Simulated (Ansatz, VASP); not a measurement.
**Two plane-wave programs on TiO2**

```
Ti O
1.0
    -1.87814    1.87814    5.04998
     1.87814   -1.87814    5.04998
     1.87814    1.87814   -5.04998
Ti O
2 4
Cartesian
  0.0000 0.0000 0.0000
  0.0000 1.8781 2.5250
  0.0000 0.0000 2.0733
  0.0000 1.8781 4.5983
  0.0000 1.8781 0.4517
  0.0000 0.0000 8.0267
```

Alike in both runs: task single point; functional PBE; k mesh 10 × 10 × 10; occupations gaussian, width 0.05 eV; no spin polarisation; Hubbard terms Ti d U = 4.0 eV.

|  | VASP | Ansatz |
| --- | --- | --- |
| version | VASP 6.6.1 | Ansatz 0.2.0 |
| potentials or method | VASP PAW PBE potentials, release 64 (Ti_sv, O), cutoff 520 eV | scalar-relativistic, plane waves, PAW |
| valence electrons in the cell | 48 | 48 |

```csv
,VASP,Ansatz,Ansatz less VASP
gap on the k mesh at the Fermi level (eV),2.69,2.62,-0.067
least direct gap on the mesh (eV),3.03,2.96,-0.067
pressure (GPa),4.5,0.3,-4.24
"traceless stress, the component that is largest in VASP (GPa)",-8.00,-6.52,+1.483
rms of the force components (eV/Å),0.182,0.222,+0.0395
```

The programs project onto different local orbitals, so the same U acts differently, and such runs can settle in different states. Atom by atom the forces differ by 0.040 eV/Å (rms over components).
